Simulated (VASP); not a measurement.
# Pt (P6_3/mmc) in VASP: a series of runs

Pt is run at these levels: LDA; tasks: single point.

All numbers are computed with VASP 6.6.1; they aren't measurements. Logs are shortened: lines on timing, memory, paths and dates and some standing lists are left out, and cuts for length are marked.

## Step 1: The cell of the first run

The structure is hexagonal, space group P6_3/mmc (No. 194). Conventional cell: a = 2.624 Å, b = 2.624 Å, c = 4.532 Å, α = 90.00°, β = 90.00°, γ = 120.00°. Pt (site symmetry -6m2) has 12 Pt at 2.62 to 2.73 Å within 3.5 Å.

This isn't the form of Pt at room conditions, which is fcc.

## Step 2: Single point, LDA, collinear spin (13.52 Å³/atom)

File INCAR:

```
SYSTEM = Pt
PREC = Accurate ; ENCUT = 570
EDIFF = 1E-6 ; ISMEAR = 0
SIGMA = 0.15 ; LREAL = .FALSE.
LASPH = .TRUE. ; NELM = 200
ALGO = Normal ; ISIF = 2
LWAVE = .FALSE. ; LCHARG = .FALSE.
ISPIN = 2 ; MAGMOM = 0.05 0.05
LORBIT = 11 ; NUPDOWN = 0.1
LMAXMIX = 4 ; GGA = CA
NBANDS = 29 ; GGA_COMPAT = .FALSE.
```

File KPOINTS:

```
regular mesh
0
G
  21 21 10
  0 0 0
```

File POSCAR:

```
Pt
1.0
    2.6244633715      0.0000000000      0.0000000000
   -1.3122316858      2.2728519510      0.0000000000
    0.0000000000      0.0000000000      4.5317559673
Pt
2
Direct
    0.6666666667      0.3333333333      0.7500000000
    0.3333333333      0.6666666667      0.2500000000
```

Potentials or basis: VASP PAW LDA potentials, release 64 (Pt_sv_GW).

Started as:

```sh
$ cat potpaw_LDA.64/Pt_sv_GW/POTCAR > POTCAR
$ mpirun -np 1 vasp_std > vasp.out
```

OUTCAR:

```text
SYSTEM = Pt
   PREC = Accurate
   ENCUT = 570
   EDIFF = 1E-6
   ISMEAR = 0
   LREAL = .FALSE.
   LASPH = .TRUE.
   NELM = 200
   ISIF = 2
   ISPIN = 2
   LORBIT = 11
   NUPDOWN = 0.1
   GGA = CA

 ion  position               nearest neighbor table
   1  0.667  0.333  0.750-   2 2.73   2 2.73   2 2.73   2 2.73   2 2.73   2 2.73
   2  0.333  0.667  0.250-   1 2.73   1 2.73   1 2.73   1 2.73   1 2.73   1 2.73

  LATTYP: Found a hexagonal cell.
 ALAT       =     2.6244633715
 C/A-ratio  =     1.7267362222

  Lattice vectors:

 A1 = (   2.6244633715,   0.0000000000,   0.0000000000)
 A2 = (  -1.3122316858,   2.2728519510,   0.0000000000)
 A3 = (   0.0000000000,   0.0000000000,   4.5317559673)

Analysis of symmetry for initial positions (statically):
=====================================================================
 Subroutine PRICEL returns:
 Original cell was already a primitive cell.

 Routine SETGRP: Setting up the symmetry group for a
 hexagonal supercell.

 Subroutine GETGRP returns: Found 24 space group operations
 (whereof 12 operations were pure point group operations)
 out of a pool of 24 trial point group operations.

The static configuration has the point symmetry D_3d.
 The point group associated with its full space group is D_6h.

Analysis of symmetry for dynamics (positions and initial velocities):
=====================================================================
 Subroutine PRICEL returns:
 Original cell was already a primitive cell.

 Routine SETGRP: Setting up the symmetry group for a
 hexagonal supercell.

 Subroutine GETGRP returns: Found 24 space group operations
 (whereof 12 operations were pure point group operations)
 out of a pool of 24 trial point group operations.

The dynamic configuration has the point symmetry D_3d.
 The point group associated with its full space group is D_6h.

Analysis of structural, dynamic, and magnetic symmetry:
=====================================================================
 Subroutine PRICEL returns:
 Original cell was already a primitive cell.

 Routine SETGRP: Setting up the symmetry group for a
 hexagonal supercell.

 Subroutine GETGRP returns: Found 24 space group operations
 (whereof 12 operations were pure point group operations)
 out of a pool of 24 trial point group operations.

The overall configuration has the point symmetry D_3d.
 The point group associated with its full space group is D_6h.

[... 119 lines left out ...]
  volume/ion in A,a.u.               =      13.52        91.21
  Fermi-wavevector in a.u.,A,eV,Ry     =   1.801149  3.403678 44.139166  3.244137
  Thomas-Fermi vector in A             =   2.861730
   LORBIT       =     11    0 simple, 1 ext, 2 COOP (PROOUT), +10 PAW based schemes
   GGA     = CA    functional components
   LHFCALC =     F    Hartree Fock is set to
   AEXX    =    0.0000 exact exchange contribution
   IVDW    =     0    specifies the selected vdW correction
   LEPSILON=     F    determine dielectric tensor
   LRPA    =     F    only Hartree local field effects (RPA)
 spin polarized calculation
 Gauss-broadening in eV      SIGMA  =   0.15
  energy-cutoff  :      570.00
  volume of cell :       27.03
 maximum number of plane-waves:       848
   NGX = 11   NGY = 11   NGZ = 17

 number of electron      36.0000000 magnetization       0.1000000

 Free energy of the ion-electron system (eV)
  ---------------------------------------------------
  ext. energy  EPLUGINS =         0.00000000
  ---------------------------------------------------
  free energy    TOTEN  =       -14.23765844 eV

  energy without entropy =      -14.20245173  energy(sigma->0) =      -14.22005508

 E-fermi :  12.5733     XC(G=0): -15.0873

 val. band max:       12.6054000232   @ k =   0.2857   0.2381   0.1000
 cond. band min:      12.5736909763   @ k =   0.4286   0.0952   0.5000
 fundamental gap:     -0.0317090469
 Fermi energy:        12.6060853709

 spin component 1

 k-point     1 :       0.0000    0.0000    0.0000
  band No.  band energies     occupation
      1     -86.0865      1.00000
      2     -86.0413      1.00000
      3     -40.7436      1.00000
      4     -40.2796      1.00000
      5     -40.2796      1.00000
      6     -40.2078      1.00000
[... 757 lines left out ...]
     28      35.2616      0.00000
     29      36.4735      0.00000

 [... further k-points ...]

 spin component 2

 k-point     1 :       0.0000    0.0000    0.0000
  band No.  band energies     occupation
      1     -86.0608      1.00000
      2     -86.0156      1.00000
      3     -40.7128      1.00000
      4     -40.2501      1.00000
      5     -40.2501      1.00000
      6     -40.1783      1.00000
[... 757 lines left out ...]
     28      35.2756      0.00000
     29      36.4890      0.00000

 [... further k-points ...]

------------------------ aborting loop because EDIFF is reached ----------------------------------------

  FORCE on cell =-STRESS in cart. coord.  units (eV):
  Direction    XX          YY          ZZ          XY          YZ          ZX
  --------------------------------------------------------------------------------------
  -------------------------------------------------------------------------------------
  Total        6.4541762      6.4541762      5.5000668     -0.0000000      0.0000000      0.0000000
  in kB      382.5368021    382.5368021    325.9870625     -0.0000000      0.0000000      0.0000000
  external PRESSURE =     363.6868889 kB  Pullay stress =       0.0000000 kB

 VOLUME and BASIS-vectors are now :
 -----------------------------------------------------------------------------
  energy-cutoff  :      570.00
  volume of cell :       27.03
      direct lattice vectors                 reciprocal lattice vectors
     2.624463372  0.000000000  0.000000000     0.381030275  0.219987932  0.000000000
    -1.312231686  2.272851951  0.000000000     0.000000000  0.439975864  0.000000000
     0.000000000  0.000000000  4.531755967     0.000000000  0.000000000  0.220665015

 POSITION                                       TOTAL-FORCE (eV/Angst)
 -----------------------------------------------------------------------------------
      1.31223      0.75762      3.39882        -0.000000      0.000000      0.000000
     -0.00000      1.51523      1.13294         0.000000     -0.000000      0.000000
 -----------------------------------------------------------------------------------
    total drift:                               -0.000001      0.000000     -0.000000

  FREE ENERGIE OF THE ION-ELECTRON SYSTEM (eV)
  ---------------------------------------------------
  free  energy   TOTEN  =       -14.2376584360 eV

  energy  without entropy=      -14.2024517251  energy(sigma->0) =      -14.22005508

 total charge

# of ion       s       p       d       f       tot
--------------------------------------------------
    1        4.389   6.118   7.919   0.035  18.461
    2        4.389   6.118   7.919   0.035  18.461
--------------------------------------------------
tot          8.777  12.235  15.838   0.070  36.922

 magnetization (x)

# of ion       s       p       d       f       tot
--------------------------------------------------
    1        0.003   0.000   0.050   0.000   0.053
    2        0.003   0.000   0.050   0.000   0.053
--------------------------------------------------
tot          0.006   0.000   0.100   0.000   0.107
```

Wall time 4.2 min (1 thread of Intel Xeon Platinum 8259CL at 2.50GHz (Skylake/Cascade Lake), shared host); peak memory 0.42 GiB.

Results:

```yaml
Free_energy: -14.2377 eV
Pressure: 36.4 GPa
Net_moment: 0.10 μB per cell
Site_moments: Pt +0.05 μB
```

Stress tensor (GPa, compression positive):
```
38.25  0.00  0.00
 0.00 38.25  0.00
 0.00  0.00 32.60
```

Caveat: the stress differs along the axes, from 33 to 38 GPa; spin-orbit coupling is left out, which moves the levels of the heavy elements; the total moment is fixed, so each spin has its own Fermi level and the state may be an excited one.

## Step 3: Single point, LDA, collinear spin (14.85 Å³/atom)

This run uses another cell than the first one, of 14.85 Å³/atom.

File INCAR:

```
SYSTEM = Pt
PREC = Accurate
ENCUT = 570
EDIFF = 1E-6
ISMEAR = 0
SIGMA = 0.15
LREAL = .FALSE.
LASPH = .TRUE.
NELM = 200
ALGO = Normal
ISIF = 2
LWAVE = .FALSE.
LCHARG = .FALSE.
ISPIN = 2
MAGMOM = 0.3 0.3
LORBIT = 11
NUPDOWN = 0.6
LMAXMIX = 4
GGA = CA
NBANDS = 29
GGA_COMPAT = .FALSE.
```

File KPOINTS:

```
Automatic mesh
0
G
  21 21 10
  0 0 0
```

File POSCAR:

```
Pt
1.0
    2.7082945876      0.0000000000      0.0000000000
   -1.3541472938      2.3454519138      0.0000000000
    0.0000000000      0.0000000000      4.6765103647
Pt
2
Direct
    0.6666666667      0.3333333333      0.7500000000
    0.3333333333      0.6666666667      0.2500000000
```

Potentials or basis: VASP PAW LDA potentials, release 64 (Pt_sv_GW).

Started as:

```sh
$ cat potpaw_LDA.64/Pt_sv_GW/POTCAR > POTCAR
$ mpirun -np 1 vasp_std > vasp.out
```

It took 4.1 min on 1 thread of AMD EPYC 9R45 (Zen 5), shared host; peak memory 0.42 GiB.

Results (log left out):

- Free energy: -14.5159 eV
- Pressure: 0.2 GPa
- Net moment: 0.60 μB per cell
- Site moments: Pt +0.32 μB

Stress tensor (GPa, compression positive):
```
 1.14  0.00  0.00
 0.00  1.14  0.00
 0.00  0.00 -1.60
```

Caveat: spin-orbit coupling is left out, which moves the levels of the heavy elements; the total moment is fixed, so each spin has its own Fermi level and the state may be an excited one.
